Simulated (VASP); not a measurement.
A run of VASP 6.6.1 is set up as follows.

The input INCAR:

```
PREC = Accurate
ENCUT = 520
EDIFF = 1E-6
ISMEAR = 0
SIGMA = 0.1
LREAL = F
LASPH = T
NELM = 80
ALGO = Fast
ISIF = 2
LWAVE = F
LCHARG = T
GGA = PE
LELF = T
LVHAR = T
NBANDS = 44
```

Contents of KPOINTS:

```
Automatic mesh
0
Gamma
  6 6 10
```

The input POSCAR:

```
TlPt
1.0
    6.5542047270      0.0000000000      0.0000000000
   -3.2771023635      5.6761077952      0.0000000000
    0.0000000000      0.0000000000      4.0603469007
Tl Pt
3 3
Direct
    0.5000000000      0.0000000000      0.0000000000
    0.5000000000      0.5000000000      0.0000000000
    0.0000000000      0.5000000000      0.0000000000
    0.0000000000      0.0000000000      0.0000000000
    0.3333333338      0.6666666662      0.5000000000
    0.6666666662      0.3333333338      0.5000000000
```

Potentials or basis: VASP PAW PBE potentials, release 64 (Tl_d, Pt).

Launch:

```bash
$ cat potpaw_PBE.64/Tl_d/POTCAR potpaw_PBE.64/Pt/POTCAR > POTCAR
$ mpirun -np 1 vasp_std > vasp.out
```

Q: What does it give for the pressure?

A: -1.1 GPa.

Stress tensor (GPa, compression positive):
```
-0.90  0.00  0.00
 0.00 -0.90  0.00
 0.00  0.00 -1.61
```

Caveat: the cell differs from its parent crystal (uniaxial strain along c: +2.0 %).
